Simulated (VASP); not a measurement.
Set up this calculation in VASP 6.6.1, as the native input.

```
Task                   : relaxation of cell and atoms
Functional             : PBEsol
Dispersion             : D4
Potentials or basis    : VASP PAW PBE potentials, release 64 (Au)
Cutoff                 : 600 eV
k mesh                 : 10 × 10 × 10
Occupations            : fermi-dirac, width 0.05 eV
Spin                   : no spin polarisation
Dipole correction      : no
Further INCAR settings : ALGO = Fast; EDIFF = 1e-06; IBRION = 2; EDIFFG = -0.01; NSW = 60; ISIF = 3
```

The structure of Au lies in POSCAR:

```
Au
1.0
    2.7484100000      0.0000000000      0.0000000000
    0.0000000000      2.7484100000      0.0000000000
    0.0000000000      0.0000000000      2.7484100000
Au
1
Direct
    0.5000000000      0.5000000000      0.5000000000
```

This isn't the form of Au at room conditions, which is fcc.

The input as run:

INCAR

```
SYSTEM = Au
PREC = Accurate
ENCUT = 600
EDIFF = 1E-6
ISMEAR = -1
SIGMA = 0.05
LREAL = .False.
LASPH = .True.
NELM = 60
ALGO = Fast
ISIF = 3
LWAVE = .False.
LCHARG = .False.
GGA = PS
IVDW = 13
IBRION = 2
NSW = 60
EDIFFG = -0.01
```

KPOINTS

```
Automatic mesh
0
Gamma
  10 10 10
  0 0 0
```

Potentials or basis: VASP PAW PBE potentials, release 64 (Au).

Run with:

```sh
$ cat potpaw_PBE.64/Au/POTCAR > POTCAR
$ mpirun -np 1 vasp_std > vasp.out
```

Results of the run:

| Item | Value |
| --- | --- |
| Relaxed volume | 19.14 Å³/atom |
| Relaxed cell | a = 2.675 Å, b = 2.675 Å, c = 2.675 Å, α = 90.00°, β = 90.00°, γ = 90.00° |
| Space group after relaxing (to 0.1 Å) | Pm-3m (No. 221) |
| Energy gained by relaxing | 48.7 meV/atom |
| Ionic steps | 4 |
| Pressure after relaxing | 0.0 GPa |
| Band gap on the k mesh | zero (an odd number of electrons rules out a gap without spin polarisation) |
| Dispersion energy per atom | -0.354 eV |

Caveat: the PAW data sets were made with another functional, which shifts forces and pressure a little; spin-orbit coupling is left out, which moves the levels of the heavy elements.

It took 41 s on 1 thread of Intel Xeon 8259CL, on a shared host, peak memory 0.16 GiB.
